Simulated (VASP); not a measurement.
# La (Pm-3m) in VASP: a series of runs

The runs below take La through single point, with r2SCAN.

All numbers are computed with VASP 6.6.1; they aren't measurements. Logs are shortened: lines on timing, memory, paths and dates and some standing lists are left out, and cuts for length are marked.

### 1 The cell of the first run

The structure is cubic, space group Pm-3m (No. 221). Conventional cell: a = 3.342 Å, b = 3.342 Å, c = 3.342 Å, α = 90.00°, β = 90.00°, γ = 90.00°. La (site symmetry m-3m) has 6 La at 3.34 Å within 4.4 Å.

This isn't the form of La at room conditions, which is double hcp.

### 2 Single point, r2SCAN (37.33 Å³/atom)

POSCAR

```
La
1.0
    3.3420166059      0.0000000000      0.0000000000
    0.0000000000      3.3420166059      0.0000000000
    0.0000000000      0.0000000000      3.3420166059
La
1
Direct
    0.0000000000      0.0000000000      0.0000000000
```

INCAR.step1

```
SYSTEM = La
ALGO     = Normal         ! electronic algorithm
EDIFF    = 1E-4           ! SCF threshold, eV
ENCUT    = 520            ! plane-wave cutoff, eV
GGA      = PE             ! functional
ISMEAR   = -1             ! smearing method
LASPH    = .True.         ! aspherical terms in the spheres
LCHARG   = .False.        ! write CHGCAR
LREAL    = .False.        ! projectors in reciprocal space
LWAVE    = .True.         ! write WAVECAR
NBANDS   = 12             ! bands
NELM     = 100            ! most SCF steps
PREC     = Accurate       ! precision mode
SIGMA    = 0.1            ! smearing width, eV
```

INCAR.step2

```
SYSTEM = La
ALGO     = Normal         ! electronic algorithm
EDIFF    = 1E-6           ! SCF threshold, eV
ENCUT    = 520            ! plane-wave cutoff, eV
ISIF     = 2              ! what is computed and relaxed
ISMEAR   = -1             ! smearing method
ISTART   = 1            
LASPH    = .True.         ! aspherical terms in the spheres
LCHARG   = .False.        ! write CHGCAR
LMIXTAU  = .True.       
LREAL    = .False.        ! projectors in reciprocal space
LWAVE    = .False.        ! write WAVECAR
METAGGA  = R2SCAN         ! meta-GGA
NBANDS   = 12             ! bands
NELM     = 100            ! most SCF steps
PREC     = Accurate       ! precision mode
SIGMA    = 0.1            ! smearing width, eV
```

KPOINTS

```
k-points
0
Gamma
  11 11 11
  0 0 0
```

Potentials or basis: VASP PAW PBE potentials, release 64 (La).

Run with:

```
$ cat potpaw_PBE.64/La/POTCAR > POTCAR
$ cp INCAR.step1 INCAR
$ mpirun -np 1 vasp_std > vasp.out
$ cp INCAR.step2 INCAR
$ mpirun -np 1 vasp_std > vasp.out
```

OUTCAR:

```text
SYSTEM = La
   EDIFF = 1E-6
   ENCUT = 520
   ISIF = 2
   ISMEAR = -1
   ISTART = 1
   LASPH = .True.
   LREAL = .False.
   METAGGA = R2SCAN
   NELM = 100
   PREC = Accurate

 ion  position               nearest neighbor table
   1  0.000  0.000  0.000-

  LATTYP: Found a simple cubic cell.
 ALAT       =     3.3420166059

  Lattice vectors:

 A1 = (   3.3420166059,   0.0000000000,   0.0000000000)
 A2 = (   0.0000000000,   3.3420166059,   0.0000000000)
 A3 = (   0.0000000000,   0.0000000000,   3.3420166059)

Analysis of symmetry for initial positions (statically):
=====================================================================
 Subroutine PRICEL returns:
 Original cell was already a primitive cell.

 Routine SETGRP: Setting up the symmetry group for a
 simple cubic supercell.

 Subroutine GETGRP returns: Found 48 space group operations
 (whereof 48 operations were pure point group operations)
 out of a pool of 48 trial point group operations.

The static configuration has the point symmetry O_h .

Analysis of symmetry for dynamics (positions and initial velocities):
=====================================================================
 Subroutine PRICEL returns:
 Original cell was already a primitive cell.

 Routine SETGRP: Setting up the symmetry group for a
 simple cubic supercell.

 Subroutine GETGRP returns: Found 48 space group operations
 (whereof 48 operations were pure point group operations)
 out of a pool of 48 trial point group operations.

The dynamic configuration has the point symmetry O_h .

 Subroutine INISYM returns: Found 48 space group operations
 (whereof 48 operations are pure point group operations),
 and found     1 'primitive' translations

----------------------------------------------------------------------------------------

                                     Primitive cell

  volume of cell :      37.3272

  direct lattice vectors                    reciprocal lattice vectors
     3.342016606  0.000000000  0.000000000     0.299220536  0.000000000  0.000000000
     0.000000000  3.342016606  0.000000000     0.000000000  0.299220536  0.000000000
     0.000000000  0.000000000  3.342016606     0.000000000  0.000000000  0.299220536

  length of vectors
     3.342016606  3.342016606  3.342016606     0.299220536  0.299220536  0.299220536

  position of ions in fractional coordinates (direct lattice)
     0.000000000  0.000000000  0.000000000

  ion indices of the primitive-cell ions
   primitive index   ion index
                 1           1
[... 79 lines left out ...]
   ISYM   =      2    0-nonsym 1-usesym 2-fastsym
   POTIM  = 0.5000    time-step for ionic-motion
   TEBEG  =    0.0;   TEEND  =   0.0 temperature during run
   PSTRESS=    0.0 pullay stress
   NELECT =      11.0000    total number of electrons
   NUPDOWN=      -1.0000    fix difference up-down
   EMIN   =  10.00;   EMAX   =-10.00  energy-range for DOS
   EFERMI =   0.00;   METHOD = LEGACY
   ISMEAR =    -1;   SIGMA  =   0.10  broadening in eV -4-tet -1-fermi 0-gaus
   EFERMI_NEDOS =   21; number of points for ismear=-14 and -15
   IALGO  =     38    algorithm
   IMIX   =      4    mixing-type and parameters
     AMIX     =   0.40;   BMIX     =  1.00
     AMIX_MAG =   1.60;   BMIX_MAG =  1.00
  volume/ion in A,a.u.               =      37.33       251.90
  Fermi-wavevector in a.u.,A,eV,Ry     =   1.089424  2.058714 16.148015  1.186846
  Thomas-Fermi vector in A             =   2.225627
   LORBIT       =      0    0 simple, 1 ext, 2 COOP (PROOUT), +10 PAW based schemes
   METAGGA = R2SCAN    functional components
   LHFCALC =     F    Hartree Fock is set to
   AEXX    =    0.0000 exact exchange contribution
   IVDW    =     0    specifies the selected vdW correction
   LEPSILON=     F    determine dielectric tensor
   LRPA    =     F    only Hartree local field effects (RPA)
 non-spin polarized calculation
  energy-cutoff  :      520.00
  volume of cell :       37.33
 maximum number of plane-waves:      1021
 NGX is ok and might be reduce to    28
   NGX = 13   NGY = 13   NGZ = 13

 number of electron      10.9999998 magnetization

 Free energy of the ion-electron system (eV)
  ---------------------------------------------------
  ext. energy  EPLUGINS =         0.00000000
  ---------------------------------------------------
  free energy    TOTEN  =       -29.30195974 eV

  energy without entropy =      -29.23459481  energy(sigma->0) =      -29.26827727

 E-fermi :   7.8517     XC(G=0): -10.1270

 val. band max:        7.8389128961   @ k =   0.3636   0.3636   0.2727
 cond. band min:       7.8544203306   @ k =   0.1818   0.0909   0.0000
 fundamental gap:      0.0155074345
 Fermi energy:         7.8516794136

 k-point     1 :       0.0000    0.0000    0.0000
  band No.  band energies     occupation
      1     -26.5609      2.00000
      2      -8.8657      2.00000
      3      -8.8657      2.00000
      4      -8.8657      2.00000
      5       4.8188      2.00000
      6       6.7381      1.99997
      7       6.7381      1.99997
      8       9.9735      0.00000
      9       9.9735      0.00000
     10       9.9735      0.00000
     11      10.1611      0.00000
     12      10.1611      0.00000
[... 331 lines left out ...]
 k-point    24 :       0.2727    0.0909    0.0909
  band No.  band energies     occupation
      1     -26.3907      2.00000
      2      -9.9739      2.00000
      3      -8.9172      2.00000
      4      -8.8996      2.00000
      5       6.4295      2.00000
      6       7.5492      1.90738
      7       8.7951      0.00016
      8       9.6045      0.00000
      9       9.6286      0.00000
     10       9.9864      0.00000
     11      10.0823      0.00000
     12      10.2898      0.00000

 [... further k-points ...]

------------------------ aborting loop because EDIFF is reached ----------------------------------------

  FORCE on cell =-STRESS in cart. coord.  units (eV):
  Direction    XX          YY          ZZ          XY          YZ          ZX
  --------------------------------------------------------------------------------------
  -------------------------------------------------------------------------------------
  Total       -0.2282609     -0.2282609     -0.2282609     -0.0000000     -0.0000000      0.0000000
  in kB       -9.7975228     -9.7975228     -9.7975228     -0.0000000     -0.0000000      0.0000000
  external PRESSURE =      -9.7975228 kB  Pullay stress =       0.0000000 kB

 VOLUME and BASIS-vectors are now :
 -----------------------------------------------------------------------------
  energy-cutoff  :      520.00
  volume of cell :       37.33
      direct lattice vectors                 reciprocal lattice vectors
     3.342016606  0.000000000  0.000000000     0.299220536  0.000000000  0.000000000
     0.000000000  3.342016606  0.000000000     0.000000000  0.299220536  0.000000000
     0.000000000  0.000000000  3.342016606     0.000000000  0.000000000  0.299220536

 POSITION                                       TOTAL-FORCE (eV/Angst)
 -----------------------------------------------------------------------------------
      0.00000      0.00000      0.00000         0.000000      0.000000      0.000000
 -----------------------------------------------------------------------------------
    total drift:                               -0.000000     -0.000000     -0.000000

  FREE ENERGIE OF THE ION-ELECTRON SYSTEM (eV)
  ---------------------------------------------------
  free  energy   TOTEN  =       -29.3019597417 eV

  energy  without entropy=      -29.2345948065  energy(sigma->0) =      -29.26827727
```

OSZICAR.step1:

```text
N       E                     dE             d eps       ncg     rms          rms(c)
DAV:   1     0.965288345990E+02    0.96529E+02   -0.36798E+03  1368   0.114E+03
DAV:   2     0.209250498484E+01   -0.94436E+02   -0.90338E+02  1760   0.178E+02
DAV:   3    -0.403334851421E+01   -0.61259E+01   -0.58661E+01  1840   0.753E+01
DAV:   4    -0.440508001067E+01   -0.37173E+00   -0.36300E+00  2496   0.125E+01
DAV:   5    -0.442312214542E+01   -0.18042E-01   -0.17724E-01  2324   0.258E+00    0.247E+00
DAV:   6    -0.440834862228E+01    0.14774E-01   -0.12183E-02  2424   0.988E-01    0.153E+00
DAV:   7    -0.440934956970E+01   -0.10009E-02   -0.67548E-02  1776   0.199E+00    0.227E-01
DAV:   8    -0.441061193963E+01   -0.12624E-02   -0.41288E-03  2632   0.456E-01    0.203E-01
DAV:   9    -0.441128482517E+01   -0.67289E-03   -0.18740E-03  2448   0.544E-01    0.129E-01
DAV:  10    -0.441109849684E+01    0.18633E-03   -0.72801E-04  2476   0.327E-01    0.403E-02
DAV:  11    -0.441111173669E+01   -0.13240E-04   -0.12034E-04  2372   0.151E-01
   1 F= -.44111117E+01 E0= -.43742942E+01  d E =-.736350E-01
```

Run time: 83 s. Hardware: 1 thread of Intel Xeon Platinum 8488C (Sapphire Rapids), shared host; peak memory 0.19 GiB.

Results:

| Quantity | Value |
| --- | --- |
| Free energy | -29.3020 eV |
| Pressure | -1.0 GPa |
| Band gap on the k mesh | zero (an odd number of electrons rules out a gap without spin polarisation) |

Levels at points of the mesh, in eV from the Fermi level:
```tsv
k point	band 3	band 4	band 5	band 6	band 7	band 8	band 9	band 10
(0.00, 0.00, 0.00)	-16.72	-16.72	-3.03	-1.11	-1.11	2.12	2.12	2.12
```

Caveat: the PAW data sets were made with another functional, which shifts forces and pressure a little; spin-orbit coupling is left out, which moves the levels of the heavy elements.

### 3 Single point, r2SCAN (38.76 Å³/atom)

This run uses another cell than the first one, of 38.76 Å³/atom.

POSCAR

```
La
1.0
    3.3843251049      0.0000000000      0.0000000000
    0.0000000000      3.3843251049      0.0000000000
    0.0000000000      0.0000000000      3.3843251049
La
1
Direct
    0.0000000000      0.0000000000      0.0000000000
```

INCAR.step1

```
SYSTEM = La
  PREC = Accurate
  ENCUT = 520
  ISMEAR = -1
  SIGMA = 0.1
  LREAL = .False.
  LASPH = .True.
  NELM = 100
  NBANDS = 12
  GGA = PE
  ALGO = Normal
  EDIFF = 1E-4
  LWAVE = .True.
  LCHARG = .False.
```

INCAR.step2

```
SYSTEM = La
  PREC = Accurate
  ENCUT = 520
  EDIFF = 1E-6
  ISMEAR = -1
  SIGMA = 0.1
  LREAL = .False.
  LASPH = .True.
  NELM = 100
  ALGO = Normal
  ISIF = 2
  LWAVE = .False.
  LCHARG = .False.
  METAGGA = R2SCAN
  LMIXTAU = .True.
  NBANDS = 12
  ISTART = 1
```

KPOINTS

```
Automatic mesh
0
Gamma
  11 11 11
  0 0 0
```

Potentials or basis: VASP PAW PBE potentials, release 64 (La).

Run with:

```
$ cat potpaw_PBE.64/La/POTCAR > POTCAR
$ cp INCAR.step1 INCAR
$ mpirun -np 1 vasp_std > vasp.out
$ cp INCAR.step2 INCAR
$ mpirun -np 1 vasp_std > vasp.out
```

Wall time 82 s (1 thread of Intel Xeon Platinum 8488C (Sapphire Rapids), shared host); peak memory 0.18 GiB.

Results (log left out):

| Property | Result |
| --- | --- |
| Free energy | -29.2900 eV |
| Pressure | -1.8 GPa |
| Band gap on the k mesh | zero (an odd number of electrons rules out a gap without spin polarisation) |

Levels at points of the mesh, in eV from the Fermi level:
| k point | band 3 | band 4 | band 5 | band 6 | band 7 | band 8 | band 9 | band 10 |
| --- | --- | --- | --- | --- | --- | --- | --- | --- |
| (0.00, 0.00, 0.00) | -16.83 | -16.83 | -3.06 | -1.05 | -1.05 | 2.04 | 2.04 | 2.04 |

Caveat: the PAW data sets were made with another functional, which shifts forces and pressure a little; spin-orbit coupling is left out, which moves the levels of the heavy elements.

The gap in the log of VASP goes by the Fermi energy; the results here count the filled bands.